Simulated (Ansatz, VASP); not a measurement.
**Pt: VASP beside Ansatz**

The input INCAR:

```
SYSTEM = Pt
ALGO = Fast ; EDIFF = 1E-6
ENCUT = 520 ; ISIF = 2
ISMEAR = 0 ; LASPH = .True.
LCHARG = .False. ; LREAL = .False.
LWAVE = .False. ; NBANDS = 17
NELM = 100 ; PREC = Accurate
SIGMA = 0.15
```

The input KPOINTS:

```
k-points
0
Gamma
  18 18 10
  0 0 0
```

Contents of POSCAR:

```
Pt
1.0
    2.6629672301      0.0000000000      0.0000000000
   -1.3314836150      2.3061972707      0.0000000000
    0.0000000000      0.0000000000      4.5992849577
Pt
2
Direct
    0.6490534533      0.3333333333      0.7500000000
    0.3509465467      0.6666666667      0.2500000000
```

Input for Ansatz:

```yaml
crystal:
  lattice:
    - [2.6629672301, 0.0, 0.0]
    - [-1.331483615, 2.3061972707, 0.0]
    - [0.0, 0.0, 4.5992849577]
  atoms:
    - { symbol: Pt, position: [0.6490534533, 0.3333333333, 0.75] }
    - { symbol: Pt, position: [0.3509465467, 0.6666666667, 0.25] }
basis:
  ecutwfc: 420
kpoints:
  mp_grid: { grid: [18, 18, 10] }
hamiltonian:
  xc: lda
scf:
  occupations: { method: gaussian, width: 0.15 }
output:
  forces: true
  stress: true
  eigenvalues: true
```

Change from the starting cell: mode 1 frozen in at -0.048 Å, equal normal strain along x, y and z -0.0167.

Alike in both runs: task single point; functional LDA; k mesh 18 × 18 × 10; occupations gaussian, width 0.15 eV; no spin polarisation.

|  | VASP | Ansatz |
| --- | --- | --- |
| version | VASP 6.6.1 | Ansatz 0.2.0 |
| potentials or method | VASP PAW LDA potentials, release 64 (Pt), cutoff 520 eV | scalar-relativistic, plane waves, PAW |
| valence electrons in the cell | 20 | 36 |

|  | VASP | Ansatz | Ansatz less VASP |
| --- | --- | --- | --- |
| gap on the k mesh at the Fermi level (eV) | none | none | - |
| pressure (GPa) | 18.7 | 17.7 | -0.99 |
| traceless stress, the component that is largest in VASP (GPa) | -1.71 | -1.37 | +0.338 |
| rms of the force components (eV/Å) | 0.021 | 0.021 | -0.0002 |

LDA's correlation is that of Perdew and Zunger in VASP and of Perdew and Wang (1992) in Ansatz. Atom by atom the forces differ by 0.001 eV/Å (rms over components). A gap of «none» marks a metal or a gap that the smearing closes. VASP's potentials hold 20 valence electrons a cell and Ansatz's 36, so a difference there can come from the potentials and not from the codes.

Neither program's run includes spin-orbit coupling.
